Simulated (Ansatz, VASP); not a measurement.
## SnO in VASP and in Ansatz

```
Sn O
1.0
     3.82220    0.00000    0.00000
     0.00000    3.82220    0.00000
     0.00000    0.00000    4.77260
Sn O
2 2
Direct
  0.00000 0.50000 0.24560
  0.50000 0.00000 0.75440
  0.00000 0.00000 0.00000
  0.50000 0.50000 0.00000
```

Alike in both runs: task single point; functional LDA; k mesh 10 × 10 × 8; occupations gaussian, width 0.15 eV; no spin polarisation.

```csv
,VASP,Ansatz
version,VASP 6.6.1,Ansatz 0.2.0
potentials or method,"VASP PAW LDA potentials, release 64 (Sn_d, O), cutoff 520 eV","scalar-relativistic, plane waves, PAW"
valence electrons in the cell,40,40
```

VASP gave:

| Property | Result |
| --- | --- |
| gap on the k mesh at the Fermi level (eV) | none |
| pressure (GPa) | -4.6 |
| traceless stress, the component that is largest in VASP (GPa) | 0.21 |
| rms of the force components (eV/Å) | 0.260 |

Question: What did Ansatz give for the same quantities?

Answer: gap on the k mesh at the Fermi level (eV): none; pressure (GPa): -5.1; traceless stress, the component that is largest in VASP (GPa): 0.21; rms of the force components (eV/Å): 0.310.

Ansatz warns that its potentials were made for another functional, while VASP's fit it. LDA's correlation is that of Perdew and Zunger in VASP and of Perdew and Wang (1992) in Ansatz. Atom by atom the forces differ by 0.050 eV/Å (rms over components). A gap of «none» marks a metal or a gap that the smearing closes.
